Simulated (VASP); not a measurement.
# BaTe in VASP: further runs, part 2 of 2

VASP 6.6.1. The steps go on from the part before.

### 3 Single point, PBEsol (atom 4 (Te) moved 0.02 Å along x)

File INCAR:

```
SYSTEM = BaTe
ALGO     = Normal         ! electronic algorithm
EDIFF    = 1E-7           ! SCF threshold, eV
ENCUT    = 520            ! plane-wave cutoff, eV
GGA      = PS             ! functional
ISIF     = 2              ! what is computed and relaxed
ISMEAR   = 0              ! smearing method
LASPH    = .True.         ! aspherical terms in the spheres
LCHARG   = .False.        ! write CHGCAR
LREAL    = .False.        ! projectors in reciprocal space
LWAVE    = .False.        ! write WAVECAR
NBANDS   = 24             ! bands
NELM     = 100            ! most SCF steps
PREC     = Accurate       ! precision mode
SIGMA    = 0.05           ! smearing width, eV
```

File KPOINTS:

```
k-points
0
Gamma
  6 6 8
  0 0 0
```

File POSCAR:

```
BaTe
1.0
    5.8840520669      0.0000000000      0.0000000000
    0.0000000000      5.8840520669      0.0000000000
    0.0000000000      0.0000000000      4.1615172691
Ba Te
2 2
Direct
    0.5000000000      0.0000000000      0.5000000000
    0.0000000000      0.5000000000      0.5000000000
    0.0000000000      0.0000000000      0.0000000000
    0.5033990182      0.5000000000      0.0000000000
```

Potentials or basis: VASP PAW PBE potentials, release 64 (Ba_sv, Te).

Launch:

```
$ cat potpaw_PBE.64/Ba_sv/POTCAR potpaw_PBE.64/Te/POTCAR > POTCAR
$ mpirun -np 1 vasp_std > vasp.out
```

It took 3.3 min on 1 thread of Intel Xeon Platinum 8259CL at 2.50GHz (Skylake/Cascade Lake), shared host; peak memory 0.42 GiB.

The run converged. Its results:

| Property | Result |
| --- | --- |
| Free energy | -17.8711 eV |
| Pressure | 0.6 GPa |
| Largest force | 0.051 eV/Å |
| Band gap on the k mesh | 0.52 eV |

Forces in eV/Å, atoms in the order of the input:
```
Ba  -0.001  0.000  0.000
Ba   0.028  0.000  0.000
Te   0.024  0.000  0.000
Te  -0.051  0.000  0.000
```

Levels at points of the mesh, in eV from the valence-band top:
```
           k point  band 13  band 14  band 15  band 16  band 17  band 18  band 19  band 20
(0.00, 0.00, 0.00)    -0.38    -0.38    -0.38     0.00     0.52     0.52     0.82     2.54
(0.50, 0.00, 0.00)    -1.69    -1.65    -0.63    -0.62     1.64     1.64     3.15     3.15
(0.00, 0.50, 0.00)    -1.67    -1.67    -0.63    -0.63     1.64     1.64     3.15     3.15
(0.50, 0.50, 0.00)    -1.00    -1.00    -0.99    -0.99     1.39     1.39     4.69     4.69
(0.00, 0.00, 0.50)    -3.23    -3.23    -0.99    -0.99     1.39     4.69     4.90     4.90
(0.50, 0.00, 0.50)    -2.38    -2.34    -1.30    -1.28     2.48     2.49     2.59     2.61
(0.00, 0.50, 0.50)    -2.36    -2.36    -1.29    -1.29     2.48     2.48     2.60     2.60
(0.50, 0.50, 0.50)    -2.17    -2.17     0.00     0.00     0.81     0.82     2.54     2.54
```

Caveat: the cell differs from its parent crystal (atom 4 (Te) moved 0.02 Å along x); the PAW data sets were made with another functional, which shifts forces and pressure a little; spin-orbit coupling is left out, which moves the levels of the heavy elements. A k mesh can miss the band edges.

### 4 Single point, PBEsol

File INCAR:

```
ALGO = Normal
EDIFF = 1E-6
ENCUT = 520
GGA = PS
ISIF = 2
ISMEAR = 0
LASPH = T
LCHARG = T
LELF = T
LREAL = F
LVHAR = T
LWAVE = F
NBANDS = 24
NELM = 100
PREC = Accurate
SIGMA = 0.05
```

File KPOINTS:

```
k-points
0
Gamma
  6 6 4
```

File POSCAR:

```
BaTe
1.0
    5.8774855334      0.0000000000      0.0000000000
    0.0000000000      5.8774855334      0.0000000000
    0.0000000000      0.0000000000      4.1770960813
Ba Te
2 2
Direct
    0.5000000000      0.0000000000      0.5000090223
    0.0000000000      0.5000000000      0.4999909777
    0.0000000000      0.0000000000      0.0000000000
    0.5000000000      0.5000000000      0.0000000000
```

Launch:

```
$ cat potpaw_PBE.64/Ba_sv/POTCAR potpaw_PBE.64/Te/POTCAR > POTCAR
$ mpirun -np 1 vasp_std > vasp.out
```

Run time: 44 s. Hardware: 1 thread of AMD EPYC 9R45 (Zen 5), shared host; peak memory 0.27 GiB.

Results (log left out):

- Free energy: -17.8412 eV
- Pressure: 0.6 GPa
- Band gap on the k mesh: 0.50 eV

Levels at points of the mesh, in eV from the valence-band top:
```
           k point  band 12  band 13  band 14  band 15  band 16  band 17  band 18  band 19  band 20  band 21
(0.00, 0.00, 0.00)    -2.18    -0.43    -0.38    -0.38    -0.04     0.50     0.51     0.81     2.48     2.60
(0.50, 0.00, 0.00)    -2.50    -1.68    -1.68    -0.67    -0.67     1.64     1.64     3.11     3.11     3.28
(0.50, 0.50, 0.00)    -3.71    -1.04    -1.04    -0.98    -0.98     1.38     1.38     4.67     4.67     5.10
(0.00, 0.00, 0.50)    -3.25    -3.25    -3.24    -0.99    -0.99     1.36     4.68     4.86     4.89     4.89
(0.50, 0.00, 0.50)    -2.85    -2.37    -2.37    -1.30    -1.30     2.46     2.46     2.58     2.58     3.08
(0.50, 0.50, 0.50)    -2.19    -2.18    -2.18     0.00     0.00     0.79     0.79     2.54     2.54     2.85
```

Caveat: the PAW data sets were made with another functional, which shifts forces and pressure a little; spin-orbit coupling is left out, which moves the levels of the heavy elements. A k mesh can miss the band edges.

### 5 Single point, PBEsol

File INCAR:

```
PREC = Accurate
ENCUT = 520
EDIFF = 1E-6
ISMEAR = 0
SIGMA = 0.05
LREAL = F
LASPH = T
NELM = 100
ALGO = Normal
ISIF = 2
LWAVE = F
LCHARG = T
GGA = PS
LELF = T
LVHAR = T
NBANDS = 24
```

File KPOINTS:

```
regular mesh
0
Gamma
  6 6 8
```

File POSCAR:

```
BaTe
1.0
    5.8840520669      0.0000000000      0.0000000000
    0.0000000000      5.8840520669      0.0000000000
    0.0000000000      0.0000000000      4.1615172691
Ba Te
2 2
Direct
    0.5000000000      0.0000000000      0.5000000000
    0.0000000000      0.5000000000      0.5000000000
    0.0000000000      0.0000000000      0.0000000000
    0.5000000000      0.5000000000      0.0000000000
```

Launch:

```
$ cat potpaw_PBE.64/Ba_sv/POTCAR potpaw_PBE.64/Te/POTCAR > POTCAR
$ mpirun -np 1 vasp_std > vasp.out
```

It took 78 s on 1 thread of AMD EPYC 9R45 (Zen 5), shared host; peak memory 0.32 GiB.

It converged, with:

| Quantity | Value |
| --- | --- |
| Free energy | -17.8716 eV |
| Pressure | 0.6 GPa |
| Band gap on the k mesh | 0.52 eV |

Levels at points of the mesh, in eV from the valence-band top:
```tsv
k point	band 14	band 15	band 16	band 17	band 18	band 19
(0.00, 0.00, 0.00)	-0.38	-0.38	0.00	0.52	0.52	0.82
(0.50, 0.00, 0.00)	-1.67	-0.63	-0.63	1.64	1.64	3.15
(0.50, 0.50, 0.00)	-1.00	-0.99	-0.99	1.39	1.39	4.69
(0.00, 0.00, 0.50)	-3.23	-0.99	-0.99	1.39	4.69	4.90
(0.50, 0.00, 0.50)	-2.36	-1.29	-1.29	2.48	2.48	2.60
(0.50, 0.50, 0.50)	-2.17	0.00	0.00	0.81	0.81	2.54
```

Caveat: the PAW data sets were made with another functional, which shifts forces and pressure a little; spin-orbit coupling is left out, which moves the levels of the heavy elements. A k mesh can miss the band edges.

### 6 Single point, PBEsol (volume scaled by 0.960)

File INCAR:

```
PREC = Accurate
ENCUT = 520
EDIFF = 1E-7
ISMEAR = 0
SIGMA = 0.05
LREAL = False
LASPH = True
NELM = 80
ALGO = Normal
ISIF = 2
LWAVE = False
LCHARG = False
GGA = PS
NBANDS = 24
```

File KPOINTS:

```
Automatic mesh
0
Gamma
  6 6 8
```

File POSCAR:

```
BaTe
1.0
    5.8045281014      0.0000000000      0.0000000000
    0.0000000000      5.8045281014      0.0000000000
    0.0000000000      0.0000000000      4.1052736546
Ba Te
2 2
Direct
    0.5000000000      0.0000000000      0.5000000000
    0.0000000000      0.5000000000      0.5000000000
    0.0000000000      0.0000000000      0.0000000000
    0.5000000000      0.5000000000      0.0000000000
```

Potentials or basis: VASP PAW PBE potentials, release 64 (Ba_sv, Te).

Launch:

```
$ cat potpaw_PBE.64/Ba_sv/POTCAR potpaw_PBE.64/Te/POTCAR > POTCAR
$ mpirun -np 1 vasp_std > vasp.out
```

Wall time 4.3 min (1 thread of Oxide Virtual Turin-like, shared host); peak memory 0.31 GiB.

It converged, with:

| Property | Result |
| --- | --- |
| Free energy | -17.8194 eV |
| Pressure | 2.3 GPa |
| Band gap on the k mesh | 0.40 eV |

Levels at points of the mesh, in eV from the valence-band top:
| k point | band 13 | band 14 | band 15 | band 16 | band 17 | band 18 | band 19 | band 20 |
| --- | --- | --- | --- | --- | --- | --- | --- | --- |
| (0.00, 0.00, 0.00) | -0.38 | -0.37 | -0.37 | 0.00 | 0.40 | 0.40 | 0.77 | 2.59 |
| (0.50, 0.00, 0.00) | -1.73 | -1.73 | -0.67 | -0.67 | 1.59 | 1.59 | 3.24 | 3.24 |
| (0.50, 0.50, 0.00) | -1.07 | -1.07 | -1.06 | -1.06 | 1.32 | 1.32 | 4.63 | 4.63 |
| (0.00, 0.00, 0.50) | -3.42 | -3.42 | -1.06 | -1.06 | 1.32 | 4.63 | 5.06 | 5.06 |
| (0.50, 0.00, 0.50) | -2.51 | -2.51 | -1.32 | -1.32 | 2.49 | 2.49 | 2.62 | 2.62 |
| (0.50, 0.50, 0.50) | -2.23 | -2.23 | 0.00 | 0.00 | 0.77 | 0.77 | 2.60 | 2.60 |

Caveat: the PAW data sets were made with another functional, which shifts forces and pressure a little; spin-orbit coupling is left out, which moves the levels of the heavy elements. A k mesh can miss the band edges.

### 7 Overview

| task | cell | k mesh | cutoff (eV) | gap on the mesh (eV) | pressure (GPa) |
| --- | --- | --- | --- | --- | --- |
| relaxation of cell and atoms | relaxed from a = 5.877, b = 5.877, c = 4.177 Å, 4 atoms | 6 × 6 × 8 | 600 | 0.57 | 0.0 |
| single point | a = 5.884, b = 5.884, c = 4.162 Å, 4 atoms | 6 × 6 × 8 | 520 | 0.52 | 0.6 |
| single point | a = 5.877, b = 5.877, c = 4.177 Å, 4 atoms | 6 × 6 × 4 | 520 | 0.50 | 0.6 |
| single point | a = 5.805, b = 5.805, c = 4.105 Å, 4 atoms | 6 × 6 × 8 | 520 | 0.40 | 2.3 |

Some of these runs hold the atoms at other places in the same cell, which the table doesn't show; runs alike in all that it shows share one row.

Alike in all rows: level PBEsol; potentials or basis VASP PAW PBE potentials, release 64 (Ba_sv, Te); no spin polarisation; smearing gaussian 0.05 eV.

Caveats: the PAW data sets were made with another functional, which shifts forces and pressure a little; spin-orbit coupling is left out, which moves the levels of the heavy elements.

Total energies depend on the potentials used, so only differences within one code and one set of settings carry meaning.
